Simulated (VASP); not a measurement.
# Rh (Fm-3m) in VASP: settings compared

Aim: see how the results for Rh move with the level of theory and the settings. Levels: r2SCAN0, r2SCANh, PBE0. Tasks: single point.

Program: VASP 6.6.1. These are calculated values, not measurements. Logs are shortened: lines on timing, memory, paths and dates and some standing lists are left out, and cuts for length are marked.

## (1) The cell of the first run

The structure is cubic, space group Fm-3m (No. 225). The conventional cell has a = 3.796 Å, b = 3.796 Å, c = 3.796 Å, α = 90.00°, β = 90.00°, γ = 90.00°. Rh (site symmetry m-3m) has 12 Rh at 2.68 Å within 3.5 Å.

## (2) Single point, r2SCAN0

Contents of POSCAR:

```
Rh
1.0
    0.0000000000      1.8978500000      1.8978500000
    1.8978500000      0.0000000000      1.8978500000
    1.8978500000      1.8978500000      0.0000000000
Rh
1
Direct
    0.0000000000      0.0000000000      0.0000000000
```

Contents of INCAR.step1:

```
PREC = Accurate ; ENCUT = 520
EDIFF = 1E-5 ; ISMEAR = -1
SIGMA = 0.05 ; LREAL = F
LASPH = T ; NELM = 60
ALGO = Normal ; ISIF = 2
LWAVE = T ; LCHARG = F
GGA = PE ; NBANDS = 14
```

Contents of INCAR.step2:

```
PREC = Accurate ; ENCUT = 520
EDIFF = 1E-6 ; ISMEAR = -1
SIGMA = 0.05 ; LREAL = F
LASPH = T ; NELM = 60
ALGO = Normal ; ISIF = 2
LWAVE = F ; LCHARG = F
METAGGA = R2SCAN ; LHFCALC = T
AEXX = 0.25 ; LMIXTAU = T
PRECFOCK = Normal ; ISTART = 1
NBANDS = 14
```

Contents of KPOINTS:

```
regular mesh
0
Gamma
  6 6 6
```

Potentials or basis: VASP PAW PBE potentials, release 64 (Rh_pv).

Started as:

```
$ cat potpaw_PBE.64/Rh_pv/POTCAR > POTCAR
$ cp INCAR.step1 INCAR
$ mpirun -np 1 vasp_std > vasp.out
$ cp INCAR.step2 INCAR
$ mpirun -np 1 vasp_std > vasp.out
```

OUTCAR:

```text
PREC = Accurate
   ENCUT = 520
   EDIFF = 1E-6
   ISMEAR = -1
   LREAL = F
   LASPH = T
   NELM = 60
   ISIF = 2
   METAGGA = R2SCAN
   LHFCALC = T
   AEXX = 0.25
   PRECFOCK = Normal
   ISTART = 1

 ion  position               nearest neighbor table
   1  0.000  0.000  0.000-

  LATTYP: Found a face centered cubic cell.
 ALAT       =     3.7957000000

  Lattice vectors:

 A1 = (   0.0000000000,   1.8978500000,   1.8978500000)
 A2 = (   1.8978500000,   0.0000000000,   1.8978500000)
 A3 = (   1.8978500000,   1.8978500000,   0.0000000000)

Analysis of symmetry for initial positions (statically):
=====================================================================
 Subroutine PRICEL returns:
 Original cell was already a primitive cell.

 Routine SETGRP: Setting up the symmetry group for a
 face centered cubic supercell.

 Subroutine GETGRP returns: Found 48 space group operations
 (whereof 48 operations were pure point group operations)
 out of a pool of 48 trial point group operations.

The static configuration has the point symmetry O_h .

Analysis of symmetry for dynamics (positions and initial velocities):
=====================================================================
 Subroutine PRICEL returns:
 Original cell was already a primitive cell.

 Routine SETGRP: Setting up the symmetry group for a
 face centered cubic supercell.

 Subroutine GETGRP returns: Found 48 space group operations
 (whereof 48 operations were pure point group operations)
 out of a pool of 48 trial point group operations.

The dynamic configuration has the point symmetry O_h .

 Subroutine INISYM returns: Found 48 space group operations
 (whereof 48 operations are pure point group operations),
 and found     1 'primitive' translations

----------------------------------------------------------------------------------------

                                     Primitive cell

  volume of cell :      13.6715

  direct lattice vectors                    reciprocal lattice vectors
     0.000000000  1.897850000  1.897850000    -0.263456016  0.263456016  0.263456016
     1.897850000  0.000000000  1.897850000     0.263456016 -0.263456016  0.263456016
     1.897850000  1.897850000  0.000000000     0.263456016  0.263456016 -0.263456016

  length of vectors
     2.683965209  2.683965209  2.683965209     0.456319205  0.456319205  0.456319205

  position of ions in fractional coordinates (direct lattice)
     0.000000000  0.000000000  0.000000000

  ion indices of the primitive-cell ions
   primitive index   ion index
                 1           1

----------------------------------------------------------------------------------------

 KPOINTS: regular mesh

Automatic generation of k-mesh.
 Grid dimensions read from file:
 generate k-points for:    6    6    6

 Generating k-lattice:

  Cartesian coordinates                     Fractional coordinates (reciprocal lattice)
    -0.043909336  0.043909336  0.043909336     0.166666667  0.000000000  0.000000000
     0.043909336 -0.043909336  0.043909336     0.000000000  0.166666667  0.000000000
     0.043909336  0.043909336 -0.043909336     0.000000000  0.000000000  0.166666667

  Length of vectors
     0.076053201  0.076053201  0.076053201

  Shift w.r.t. Gamma in fractional coordinates (k-lattice)
     0.000000000  0.000000000  0.000000000

 Subroutine IBZKPT returns following result:
 ===========================================

 Found     16 irreducible k-points:

 Following reciprocal coordinates:
            Coordinates               Weight
  0.000000  0.000000  0.000000      1.000000
  0.166667  0.000000  0.000000      8.000000
  0.333333  0.000000  0.000000      8.000000
  0.500000  0.000000  0.000000      4.000000
  0.166667  0.166667  0.000000      6.000000
  0.333333  0.166667  0.000000     24.000000
[... 8 lines left out ...]
 -0.333333  0.333333  0.166667     24.000000
 -0.333333  0.500000  0.166667     12.000000
   k-points           NKPTS =     16   k-points in BZ     NKDIM =    216   number of bands    NBANDS=     14
   number of dos      NEDOS =    301   number of ions     NIONS =      1
   total plane-waves  NPLWV =   8000
   dimension x,y,z NGX =    20 NGY =   20 NGZ =   20
   dimension x,y,z NGXF=    40 NGYF=   40 NGZF=   40
   ions per type =               1
   NGX,Y,Z   is equivalent  to a cutoff of  12.39, 12.39, 12.39 a.u.
   NGXF,Y,Z  is equivalent  to a cutoff of  24.78, 24.78, 24.78 a.u.
 SYSTEM =  unknown system
   PREC   = accura    normal or accurate (medium, high low for compatibility)
   ISTART =      1    job   : 0-new  1-cont  2-samecut
   ICHARG =      0    charge: 1-file 2-atom 10-const
   ISPIN  =      1    spin polarized calculation?
   LNONCOLLINEAR =      F non collinear calculations
   LSORBIT =      F    spin-orbit coupling
   LASPH  =      T    aspherical Exc in radial PAW
   ENCUT  =  520.0 eV  38.22 Ry    6.18 a.u.   4.99  4.99  4.99*2*pi/ulx,y,z
   NELM   =     60;   NELMIN=  2; NELMDL=  0     # of ELM steps
   EDIFF  = 0.1E-05   stopping-criterion for ELM
   LREAL  =      F    real-space projection
   EDIFFG = 0.1E-04   stopping-criterion for IOM
   NSW    =      0    number of steps for IOM
   IBRION =     -1    ionic relax: 0-MD 1-quasi-New 2-CG
   NFREE  =      0    steps in history (QN), initial steepest desc. (CG)
   ISIF   =      2    stress and relaxation
   ISYM   =      3    0-nonsym 1-usesym 2-fastsym
   POTIM  = 0.5000    time-step for ionic-motion
   TEBEG  =    0.0;   TEEND  =   0.0 temperature during run
   PSTRESS=    0.0 pullay stress
   NELECT =      15.0000    total number of electrons
   NUPDOWN=      -1.0000    fix difference up-down
   EMIN   =  10.00;   EMAX   =-10.00  energy-range for DOS
   EFERMI =   0.00;   METHOD = LEGACY
   ISMEAR =    -1;   SIGMA  =   0.05  broadening in eV -4-tet -1-fermi 0-gaus
   EFERMI_NEDOS =   21; number of points for ismear=-14 and -15
   IALGO  =     38    algorithm
   IMIX   =      1    mixing-type and parameters
     AMIX     =   0.40;   BMIX     =  1.00
     AMIX_MAG =   1.60;   BMIX_MAG =  1.00
  volume/ion in A,a.u.               =      13.67        92.26
  Fermi-wavevector in a.u.,A,eV,Ry     =   1.688496  3.190795 38.790465  2.851019
  Thomas-Fermi vector in A             =   2.770792
   LORBIT       =      0    0 simple, 1 ext, 2 COOP (PROOUT), +10 PAW based schemes
   METAGGA = R2SCAN    functional components
   LHFCALC =     T    Hartree Fock is set to
   PRECFOCK=normal    Normal, Fast or Accurate (Low or Medium for compatibility)
   ENCUT4O =  -1.0   cutoff for four orbital integrals eV
   NKREDX  =     1    reduce k-point grid by
   NKREDY  =     1    reduce k-point grid by
   NKREDZ  =     1    reduce k-point grid by
   AEXX    =    0.2500 exact exchange contribution
   HFSCREEN=    0.0000 screening length (either q_TF or 0.3 A-1)
   HFSCREENC=   0.0000 screening length for correlation (either q_TF or 0.3 A-1)
   ENCUTFOCK=  -1.0 apply spherical cutoff to Coloumb kernel
   IVDW    =     0    specifies the selected vdW correction
   LEPSILON=     F    determine dielectric tensor
   LRPA    =     F    only Hartree local field effects (RPA)
 non-spin polarized calculation
  energy-cutoff  :      520.00
  volume of cell :       13.67
 maximum number of plane-waves:       375
  NGX = 16; NGY = 16; NGZ = 16

 number of electron      15.0000007 magnetization

 Free energy of the ion-electron system (eV)
  ---------------------------------------------------
  ext. energy  EPLUGINS =         0.00000000
  ---------------------------------------------------
  free energy    TOTEN  =       -21.96069706 eV

  energy without entropy =      -21.96063502  energy(sigma->0) =      -21.96066604

 E-fermi :  11.2398     XC(G=0): -11.7994

 val. band max:       10.8473828407   @ k =   0.3333   0.3333   0.0000
 cond. band min:      11.6705477173   @ k =   0.3333   0.1667   0.0000
 fundamental gap:      0.8231648766
 Fermi energy:        11.2398180409

 k-point     1 :       0.0000    0.0000    0.0000
  band No.  band energies     occupation
      1     -39.3143      2.00000
      2     -39.3143      2.00000
      3     -39.3143      2.00000
      4       2.1049      2.00000
      5       7.3206      2.00000
      6       7.3206      2.00000
      7       7.3206      2.00000
      8       9.3991      2.00000
      9       9.3991      2.00000
     10      29.5605      0.00000
     11      35.5242      0.00000
     12      35.5242      0.00000
     13      35.5242      0.00000
     14      35.7849      0.00000

 k-point     2 :       0.1667    0.0000    0.0000
  band No.  band energies     occupation
      1     -39.5527      2.00000
      2     -39.3501      2.00000
      3     -39.3501      2.00000
      4       3.2742      2.00000
      5       7.0139      2.00000
      6       7.6804      2.00000
      7       7.6804      2.00000
      8       9.4099      2.00000
      9       9.4099      2.00000
     10      30.9481      0.00000
     11      31.5786      0.00000
     12      35.7846      0.00000
     13      37.1871      0.00000
     14      37.1871      0.00000

 k-point     3 :       0.3333    0.0000    0.0000
  band No.  band energies     occupation
      1     -40.0191      2.00000
      2     -39.4188      2.00000
      3     -39.4188      2.00000
      4       4.1244      2.00000
      5       7.3461      2.00000
      6       7.3461      2.00000
      7       9.0733      2.00000
      8      10.7844      1.99978
      9      10.7844      1.99978
     10      26.1386      0.00000
     11      30.4293      0.00000
     12      35.7847      0.00000
     13      37.9698      0.00000
     14      37.9698      0.00000
[... 188 lines left out ...]
 k-point    15 :      -0.3333    0.3333    0.1667
  band No.  band energies     occupation
      1     -40.0405      2.00000
      2     -39.8122      2.00000
      3     -39.5853      2.00000
      4       5.3990      2.00000
      5       5.8105      2.00000
      6       7.1784      2.00000
      7       9.0217      2.00000
      8      12.4588      0.00000
      9      20.2395      0.00000
     10      21.9748      0.00000
     11      28.3988      0.00000
     12      28.7248      0.00000
     13      35.7852      0.00000
     14      36.9650      0.00000

 k-point    16 :      -0.3333    0.5000    0.1667
  band No.  band energies     occupation
      1     -40.0628      2.00000
      2     -39.7985      2.00000
      3     -39.6701      2.00000
      4       4.4534      2.00000
      5       5.1336      2.00000
      6       8.4798      2.00000
      7       9.8713      2.00000
      8      13.1967      0.00000
      9      20.3852      0.00000
     10      25.1249      0.00000
     11      25.1538      0.00000
     12      26.3954      0.00000
     13      35.7842      0.00000
     14      38.6116      0.00000

------------------------ aborting loop because EDIFF is reached ----------------------------------------

  FORCE on cell =-STRESS in cart. coord.  units (eV):
  Direction    XX          YY          ZZ          XY          YZ          ZX
  --------------------------------------------------------------------------------------
  -------------------------------------------------------------------------------------
  Total       -0.4470395     -0.4470395     -0.4470395      0.0000000      0.0000000     -0.0000000
  in kB      -52.3890906    -52.3890906    -52.3890906      0.0000000      0.0000000     -0.0000000
  external PRESSURE =     -52.3890906 kB  Pullay stress =       0.0000000 kB

 VOLUME and BASIS-vectors are now :
 -----------------------------------------------------------------------------
  energy-cutoff  :      520.00
  volume of cell :       13.67
      direct lattice vectors                 reciprocal lattice vectors
     0.000000000  1.897850000  1.897850000    -0.263456016  0.263456016  0.263456016
     1.897850000  0.000000000  1.897850000     0.263456016 -0.263456016  0.263456016
     1.897850000  1.897850000  0.000000000     0.263456016  0.263456016 -0.263456016

 POSITION                                       TOTAL-FORCE (eV/Angst)
 -----------------------------------------------------------------------------------
      0.00000      0.00000      0.00000         0.000000      0.000000      0.000000
 -----------------------------------------------------------------------------------
    total drift:                               -0.000000     -0.000000     -0.000000

  FREE ENERGIE OF THE ION-ELECTRON SYSTEM (eV)
  ---------------------------------------------------
  free  energy   TOTEN  =       -21.9606970565 eV

  energy  without entropy=      -21.9606350168  energy(sigma->0) =      -21.96066604
```

It took 13 min on 1 thread of Intel Xeon Platinum 8488C (Sapphire Rapids), shared host; peak memory 0.14 GiB.

What came out:

* Free energy: -21.9607 eV
* Pressure: -5.2 GPa
* Band gap on the k mesh: zero (an odd number of electrons rules out a gap without spin polarisation)

Caveat: the k points lie up to 0.48 Å⁻¹ apart, too coarse for converged energies and pressures of a metal; the PAW data sets were made with another functional, which shifts forces and pressure a little.

## (3) Single point, r2SCANh

POSCAR is that of step 2.

Contents of INCAR.step1:

```
  ALGO = Normal
  EDIFF = 1E-5
  ENCUT = 520
  GGA = PE
  ISIF = 2
  ISMEAR = -1
  LASPH = T
  LCHARG = F
  LREAL = F
  LWAVE = T
  NBANDS = 14
  NELM = 100
  PREC = Accurate
  SIGMA = 0.05
```

Contents of INCAR.step2:

```
  AEXX = 0.1
  ALGO = Normal
  EDIFF = 1E-6
  ENCUT = 520
  ISIF = 2
  ISMEAR = -1
  ISTART = 1
  LASPH = T
  LCHARG = F
  LHFCALC = T
  LMIXTAU = T
  LREAL = F
  LWAVE = F
  METAGGA = R2SCAN
  NBANDS = 14
  NELM = 100
  PREC = Accurate
  PRECFOCK = Normal
  SIGMA = 0.05
```

Contents of KPOINTS:

```
k-points
0
Gamma
  6 6 6
```

Potentials or basis: VASP PAW PBE potentials, release 64 (Rh_pv).

Started as:

```
$ cat potpaw_PBE.64/Rh_pv/POTCAR > POTCAR
$ cp INCAR.step1 INCAR
$ mpirun -np 1 vasp_std > vasp.out
$ cp INCAR.step2 INCAR
$ mpirun -np 1 vasp_std > vasp.out
```

Wall time 8.3 min (1 thread of Intel Xeon Platinum 8488C (Sapphire Rapids), shared host); peak memory 0.14 GiB.

Results (log left out):

| Quantity | Value |
| --- | --- |
| Free energy | -23.2046 eV |
| Pressure | -0.3 GPa |
| Band gap on the k mesh | zero (an odd number of electrons rules out a gap without spin polarisation) |

Levels at points of the mesh, in eV from the Fermi level:
| k point | band 3 | band 4 | band 5 | band 6 | band 7 | band 8 | band 9 | band 10 | band 11 | band 12 |
| --- | --- | --- | --- | --- | --- | --- | --- | --- | --- | --- |
| (0.00, 0.00, 0.00) | -48.89 | -8.58 | -3.49 | -3.49 | -3.49 | -1.34 | -1.34 | 17.39 | 20.23 | 23.23 |
| (0.50, 0.00, 0.00) | -49.01 | -6.78 | -3.66 | -3.66 | 0.86 | 0.86 | 1.20 | 9.85 | 16.93 | 20.23 |
| (0.50, 0.50, 0.00) | -49.21 | -7.05 | -6.64 | 0.67 | 1.38 | 1.38 | 3.89 | 13.68 | 14.72 | 14.72 |

Caveat: the k points lie up to 0.48 Å⁻¹ apart, too coarse for converged energies and pressures of a metal; an empty level that is flat over the whole mesh can mark a ghost state of the potentials, or a narrow d or f band; the PAW data sets were made with another functional, which shifts forces and pressure a little.

## (4) Single point, PBE0

This run uses another cell than the first one, of 12.85 Å³/atom.

Contents of POSCAR:

```
Rh
1.0
    0.0000000000      1.8591074964      1.8591074964
    1.8591074964      0.0000000000      1.8591074964
    1.8591074964      1.8591074964      0.0000000000
Rh
1
Direct
    0.0000000000      0.0000000000      0.0000000000
```

Contents of INCAR.step1:

```
  PREC = Accurate
  ENCUT = 520
  EDIFF = 1E-5
  ISMEAR = -1
  SIGMA = 0.05
  LREAL = False
  LASPH = True
  NELM = 80
  ALGO = Normal
  ISIF = 2
  LWAVE = True
  LCHARG = False
  NBANDS = 14
  GGA = PE
```

Contents of INCAR.step2:

```
  PREC = Accurate
  ENCUT = 520
  EDIFF = 1E-6
  ISMEAR = -1
  SIGMA = 0.05
  LREAL = False
  LASPH = True
  NELM = 80
  ALGO = Normal
  ISIF = 2
  LWAVE = False
  LCHARG = False
  GGA = PE
  LHFCALC = True
  AEXX = 0.25
  PRECFOCK = Normal
  NBANDS = 14
  ISTART = 1
```

Contents of KPOINTS:

```
regular mesh
0
Gamma
  8 8 8
```

Started as:

```
$ cat potpaw_PBE.64/Rh_pv/POTCAR > POTCAR
$ cp INCAR.step1 INCAR
$ mpirun -np 1 vasp_std > vasp.out
$ cp INCAR.step2 INCAR
$ mpirun -np 1 vasp_std > vasp.out
```

It took 59 min on 1 thread of AMD EPYC 7R13 (Zen 3), shared host; peak memory 0.12 GiB.

The run converged. Its results:

| Item | Value |
| --- | --- |
| Free energy | -9.2179 eV |
| Pressure | 17.8 GPa |
| Band gap on the k mesh | zero (an odd number of electrons rules out a gap without spin polarisation) |

Levels at points of the mesh, in eV from the Fermi level:
| k point | band 4 | band 5 | band 6 | band 7 | band 8 | band 9 | band 10 | band 11 |
| --- | --- | --- | --- | --- | --- | --- | --- | --- |
| (0.00, 0.00, 0.00) | -9.84 | -4.55 | -4.55 | -4.55 | -2.33 | -2.33 | 17.40 | 23.54 |
| (0.50, 0.00, 0.00) | -8.13 | -4.85 | -4.85 | 0.94 | 0.94 | 0.98 | 10.96 | 16.92 |
| (0.50, 0.50, 0.00) | -8.67 | -8.07 | 0.19 | 1.70 | 1.70 | 4.03 | 14.82 | 15.25 |

Caveat: the k points lie up to 0.37 Å⁻¹ apart, too coarse for converged energies and pressures of a metal; the PAW data sets were made with another functional, which shifts forces and pressure a little.

## (5) Summary

| level | cell | k mesh | share of exact exchange | gap on the mesh (eV) | pressure (GPa) |
| --- | --- | --- | --- | --- | --- |
| r2SCAN0 | a = 2.684 Å, angles 60.0°, 1 atom | 6 × 6 × 6 | 0.25 | none | -5.2 |
| r2SCANh | a = 2.684 Å, angles 60.0°, 1 atom | 6 × 6 × 6 | 0.1 | none | -0.3 |
| PBE0 | a = 2.629 Å, angles 60.0°, 1 atom | 8 × 8 × 8 | 0.25 | none | 17.8 |

Alike in all rows: task single point; potentials or basis VASP PAW PBE potentials, release 64 (Rh_pv); no spin polarisation; cutoff (eV) 520; smearing fermi-dirac 0.05 eV.

Caveats: all runs use coarse meshes; the PAW data sets were made with another functional, which shifts forces and pressure a little; an empty level that is flat over the whole mesh can mark a ghost state of the potentials, or a narrow d or f band (at least some runs).

Absolute energies hang on the potentials; compare differences alone.
